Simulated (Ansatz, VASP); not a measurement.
## LiPd2N3: VASP beside Ansatz

File INCAR:

```
SYSTEM = LiPd2N3
PREC = Accurate ; ENCUT = 600
EDIFF = 1E-6 ; ISMEAR = 0
SIGMA = 0.1 ; LREAL = .FALSE.
LASPH = .TRUE. ; NELM = 60
ALGO = Normal ; ISIF = 3
LWAVE = .FALSE. ; LCHARG = .FALSE.
GGA = PE ; IBRION = 2
NSW = 90 ; EDIFFG = -0.04
```

KPOINTS

```
Automatic mesh
0
G
  6 6 4
  0 0 0
```

Contents of POSCAR:

```
LiPd2N3
1.0
    3.6568107719      0.0000000000      0.0000000000
    0.0000000000      3.6568107719      0.0000000000
    0.0000000000      0.0000000000      5.1676297149
Li Pd N
1 2 3
Direct
    0.5000000000      0.5000000000      0.5000000000
    0.0000000000      0.0000000000      0.2509263863
    0.0000000000      0.0000000000      0.7490736137
    0.0000000000      0.5000000000      0.0000000000
    0.5000000000      0.0000000000      0.0000000000
    0.5000000000      0.5000000000      0.0000000000
```

Input for Ansatz:

```yaml
crystal:
  lattice:
    - [3.6568107719, 0.0, 0.0]
    - [0.0, 3.6568107719, 0.0]
    - [0.0, 0.0, 5.1676297149]
  atoms:
    - { symbol: Li, position: [0.5, 0.5, 0.5] }
    - { symbol: Pd, position: [0.0, 0.0, 0.2509263863] }
    - { symbol: Pd, position: [0.0, 0.0, 0.7490736137] }
    - { symbol: "N", position: [0.0, 0.5, 0.0] }
    - { symbol: "N", position: [0.5, 0.0, 0.0] }
    - { symbol: "N", position: [0.5, 0.5, 0.0] }
basis:
  ecutwfc: 420
kpoints:
  mp_grid: { grid: [6, 6, 4] }
hamiltonian:
  xc: pbe
scf:
  occupations: { method: gaussian, width: 0.1 }
  lower_state_search: "off"
output:
  forces: true
  stress: true
  eigenvalues: true
relax:
  adjacent_minimum: "off"
  f_tol: 0.04
  max_steps: 70
  cell: { stress_tol: 0.4 }
```

Alike in both runs: task relaxation of cell and atoms; functional PBE; k mesh 6 × 6 × 4; occupations gaussian, width 0.1 eV; no spin polarisation.

```csv
,VASP,Ansatz
version,VASP 6.6.1,Ansatz 0.2.0
potentials or method,"VASP PAW PBE potentials, release 64 (Li_sv, Pd, N), cutoff 600 eV","scalar-relativistic, plane waves, PAW"
valence electrons in the cell,38,54
```

|  | VASP | Ansatz | Ansatz less VASP |
| --- | --- | --- | --- |
| gap on the k mesh at the Fermi level, each at its own relaxed structure (eV) | none | none | - |
| relaxed volume (Å³/atom) | 11.63 | 11.65 | +0.018 |
| relaxed length of the cell vector where the two differ most in proportion (Å) | 3.674 | 3.677 | +0.0025 |

A gap of «none» marks a metal or a gap that the smearing closes. VASP's potentials hold 38 valence electrons a cell and Ansatz's 54, so a difference there can come from the potentials and not from the codes.

Noted on VASP's run: the cutoff is under 1.25 times that of the potentials, so the pressure is a little rough.
